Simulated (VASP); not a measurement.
# Ge2Sb2Te5 (C2/m) in VASP: single point with PBE

Aim: the single point of Ge2Sb2Te5 with PBE.

All numbers are computed with VASP 6.6.1; they aren't measurements. Logs are shortened: lines on timing, memory, paths and dates and some standing lists are left out, and cuts for length are marked.

## 1. The cell of the first run

The typed cell holds 9 atoms: a = 4.203 Å, b = 4.203 Å, c = 18.148 Å, α = 96.66°, β = 83.34°, γ = 119.99°.

## 2. Single point, PBE

The input, INCAR:

```
ALGO = Normal
EDIFF = 1E-6
ENCUT = 520
GGA = PE
ISIF = 2
ISMEAR = 0
LASPH = True
LCHARG = False
LREAL = False
LWAVE = False
NBANDS = 44
NELM = 80
PREC = Accurate
SIGMA = 0.03
```

The input, KPOINTS:

```
k-points
0
Gamma
  10 10 2
```

The input, POSCAR:

```
Ge2Sb2Te5
1.0
    4.2032963409      0.0005239405      0.0004318857
   -2.1011944246      3.6404233811     -0.0004318857
    2.1032600315     -1.2143177453     17.9849773097
Te Sb Ge
5 2 2
Direct
    0.0000000000      0.0000000000      0.0000000000
    0.5973041872      0.4026958128      0.2078240874
    0.1952615805      0.8047384195      0.4140452953
    0.8047384195      0.1952615805      0.5859547047
    0.4026958128      0.5973041872      0.7921759126
    0.2962917099      0.7037082901      0.1110322698
    0.7037082901      0.2962917099      0.8889677302
    0.8888835352      0.1111164648      0.3333812391
    0.1111164648      0.8888835352      0.6666187609
```

Potentials or basis: VASP PAW PBE potentials, release 64 (Te, Sb, Ge_d).

Launch:

```
cat potpaw_PBE.64/Te/POTCAR potpaw_PBE.64/Sb/POTCAR potpaw_PBE.64/Ge_d/POTCAR > POTCAR
mpirun -np 1 vasp_std > vasp.out
```

OUTCAR:

```text
EDIFF = 1E-6
   ENCUT = 520
   GGA = PE
   ISIF = 2
   ISMEAR = 0
   LASPH = True
   LREAL = False
   NELM = 80
   PREC = Accurate

 ion  position               nearest neighbor table
   1  0.000  0.000  0.000-   6 3.14   7 3.14   6 3.14   7 3.14   7 3.14   6 3.14
   2  0.597  0.403  0.208-   6 2.99   6 2.99   6 2.99
   3  0.195  0.805  0.414-   8 2.83   8 2.83   8 2.83
   4  0.805  0.195  0.586-   9 2.83   9 2.83   9 2.83
   5  0.403  0.597  0.792-   7 2.99   7 2.99   7 2.99
   6  0.296  0.704  0.111-   2 2.99   2 2.99   2 2.99   1 3.14   1 3.14   1 3.14
   7  0.704  0.296  0.889-   5 2.99   5 2.99   5 2.99   1 3.14   1 3.14   1 3.14
   8  0.889  0.111  0.333-   3 2.83   3 2.83   3 2.83
   9  0.111  0.889  0.667-   4 2.83   4 2.83   4 2.83

  LATTYP: Found a base centered monoclinic cell.
 ALAT       =     7.2797989324
 B/A-ratio  =     0.5775164770
 C/A-ratio  =     2.4929554213
 COS(beta)  =    -0.1339398698

  Lattice vectors:

 A1 = (  -2.1011944246,   3.6404233811,  -0.0004318857)
 A2 = (  -4.2032963409,  -0.0005239405,  -0.0004318857)
 A3 = (   2.1032600315,  -1.2143177453,  17.9849773097)

Analysis of symmetry for initial positions (statically):
=====================================================================
 Subroutine PRICEL returns:
 Original cell was already a primitive cell.

 Routine SETGRP: Setting up the symmetry group for a
 base centered monoclinic supercell.

 Subroutine GETGRP returns: Found  4 space group operations
 (whereof  4 operations were pure point group operations)
 out of a pool of  4 trial point group operations.

The static configuration has the point symmetry C_2h.

Analysis of symmetry for dynamics (positions and initial velocities):
=====================================================================
 Subroutine PRICEL returns:
 Original cell was already a primitive cell.

 Routine SETGRP: Setting up the symmetry group for a
 base centered monoclinic supercell.

 Subroutine GETGRP returns: Found  4 space group operations
 (whereof  4 operations were pure point group operations)
 out of a pool of  4 trial point group operations.

The dynamic configuration has the point symmetry C_2h.

 Subroutine INISYM returns: Found  4 space group operations
 (whereof  4 operations are pure point group operations),
 and found     1 'primitive' translations
[... 112 lines left out ...]
   NSW    =      0    number of steps for IOM
   IBRION =     -1    ionic relax: 0-MD 1-quasi-New 2-CG
   NFREE  =      0    steps in history (QN), initial steepest desc. (CG)
   ISIF   =      2    stress and relaxation
   ISYM   =      2    0-nonsym 1-usesym 2-fastsym
   POTIM  = 0.5000    time-step for ionic-motion
   TEBEG  =    0.0;   TEEND  =   0.0 temperature during run
   PSTRESS=    0.0 pullay stress
   NELECT =      68.0000    total number of electrons
   NUPDOWN=      -1.0000    fix difference up-down
   EMIN   =  10.00;   EMAX   =-10.00  energy-range for DOS
   EFERMI =   0.00;   METHOD = LEGACY
   ISMEAR =     0;   SIGMA  =   0.03  broadening in eV -4-tet -1-fermi 0-gaus
   EFERMI_NEDOS =   21; number of points for ismear=-14 and -15
   IALGO  =     38    algorithm
   IMIX   =      4    mixing-type and parameters
     AMIX     =   0.40;   BMIX     =  1.00
     AMIX_MAG =   1.60;   BMIX_MAG =  1.00
  volume/ion in A,a.u.               =      30.58       206.36
  Fermi-wavevector in a.u.,A,eV,Ry     =   1.027273  1.941264 14.358083  1.055289
  Thomas-Fermi vector in A             =   2.161209
   LORBIT       =      0    0 simple, 1 ext, 2 COOP (PROOUT), +10 PAW based schemes
   GGA     = PE    functional components
   LHFCALC =     F    Hartree Fock is set to
   AEXX    =    0.0000 exact exchange contribution
   IVDW    =     0    specifies the selected vdW correction
   LEPSILON=     F    determine dielectric tensor
   LRPA    =     F    only Hartree local field effects (RPA)
 non-spin polarized calculation
 Gauss-broadening in eV      SIGMA  =   0.03
  energy-cutoff  :      520.00
  volume of cell :      275.22
 maximum number of plane-waves:      7444
   NGX = 15   NGY = 15   NGZ = 67

 number of electron      67.9999997 magnetization

 Free energy of the ion-electron system (eV)
  ---------------------------------------------------
  ext. energy  EPLUGINS =         0.00000000
  ---------------------------------------------------
  free energy    TOTEN  =       -33.77299452 eV

  energy without entropy =      -33.77259410  energy(sigma->0) =      -33.77279431

 E-fermi :   6.3934     XC(G=0):  -9.3535

 val. band max:        6.3726759790   @ k =   0.1000   0.0000   0.5000
 cond. band min:       6.4084939767   @ k =   0.5000   0.5000  -0.0000
 fundamental gap:      0.0358179977
 Fermi energy:         6.3934052193

 k-point     1 :       0.0000    0.0000    0.0000
  band No.  band energies     occupation
      1     -18.5717      2.00000
      2     -18.5717      2.00000
      3     -18.5717      2.00000
      4     -18.5717      2.00000
      5     -18.5579      2.00000
      6     -18.5579      2.00000
[... 1117 lines left out ...]
     43      10.0569      0.00000
     44      10.3232      0.00000

 [... further k-points ...]

------------------------ aborting loop because EDIFF is reached ----------------------------------------

  FORCE on cell =-STRESS in cart. coord.  units (eV):
  Direction    XX          YY          ZZ          XY          YZ          ZX
  --------------------------------------------------------------------------------------
  -------------------------------------------------------------------------------------
  Total        2.5479442      2.5527751      2.3880457      0.0041837      0.0010986     -0.0019030
  in kB       14.8328435     14.8609665     13.9019951      0.0243553      0.0063957     -0.0110781
  external PRESSURE =      14.5319350 kB  Pullay stress =       0.0000000 kB

 VOLUME and BASIS-vectors are now :
 -----------------------------------------------------------------------------
  energy-cutoff  :      520.00
  volume of cell :      275.22
      direct lattice vectors                 reciprocal lattice vectors
     4.203296341  0.000523941  0.000431886     0.237893308  0.137306030 -0.018549834
    -2.101194425  3.640423381 -0.000431886    -0.000036144  0.274674663  0.018549834
     2.103260032 -1.214317745 17.984977310    -0.000005714  0.000003299  0.055602852

 POSITION                                       TOTAL-FORCE (eV/Angst)
 -----------------------------------------------------------------------------------
      0.00000      0.00000      0.00000         0.000000     -0.000000     -0.000000
      2.10161      1.21393      3.73780         0.000126     -0.000073      0.255788
      0.00068      2.42691      7.44633         0.000051     -0.000030     -0.146448
      4.20469     -0.00028     10.53865        -0.000051      0.000030      0.146448
      2.10375      1.21270     14.24718        -0.000126      0.000073     -0.255788
      0.00030      2.42712      1.99674         0.000163     -0.000094     -0.005060
      4.20506     -0.00049     15.98824        -0.000163      0.000094      0.005060
      4.20395      0.00015      5.99619        -0.000156      0.000090     -0.034158
      0.00141      2.42648     11.98879         0.000156     -0.000090      0.034158
 -----------------------------------------------------------------------------------
    total drift:                                0.000000     -0.000000      0.000000

  FREE ENERGIE OF THE ION-ELECTRON SYSTEM (eV)
  ---------------------------------------------------
  free  energy   TOTEN  =       -33.7729945182 eV

  energy  without entropy=      -33.7725941025  energy(sigma->0) =      -33.77279431
```

It took 23 min on 1 thread of AMD EPYC 7R43 (Zen 3), shared host; peak memory 0.78 GiB.

What came out:

```yaml
Free_energy: -33.7730 eV
Pressure: 1.5 GPa
Largest_force: 0.256 eV/Å
Band_gap_on_the_k_mesh: 0.04 eV, indirect (least direct gap 0.15 eV)
```

Forces in eV/Å, atoms in the order of the input:
```
Te   0.000  0.000  0.000
Te   0.000  0.000  0.256
Te   0.000  0.000 -0.146
Te   0.000  0.000  0.146
Te   0.000  0.000 -0.256
Sb   0.000  0.000 -0.005
Sb   0.000  0.000  0.005
Ge   0.000  0.000 -0.034
Ge   0.000  0.000  0.034
```

Levels at points of the mesh, in eV from the valence-band top:
| k point | band 32 | band 33 | band 34 | band 35 | band 36 | band 37 |
| --- | --- | --- | --- | --- | --- | --- |
| (0.00, 0.00, 0.00) | -1.31 | -1.18 | -0.08 | 0.10 | 0.10 | 0.37 |
| (0.50, 0.00, 0.00) | -1.82 | -1.49 | -1.44 | 0.10 | 0.49 | 0.52 |
| (0.50, 0.50, 0.00) | -2.19 | -1.91 | -0.86 | 0.04 | 0.61 | 0.66 |
| (0.00, 0.00, 0.50) | -1.40 | -0.96 | -0.14 | 0.11 | 0.11 | 0.39 |
| (0.50, 0.00, 0.50) | -2.19 | -1.91 | -0.85 | 0.04 | 0.61 | 0.66 |
| (0.50, 0.50, 0.50) | -1.82 | -1.49 | -1.45 | 0.10 | 0.49 | 0.52 |

Caveat: spin-orbit coupling is left out, which moves the levels of the heavy elements; this functional lacks dispersion, which binds the layers, so the pressure and a relaxed spacing across them are unreliable.
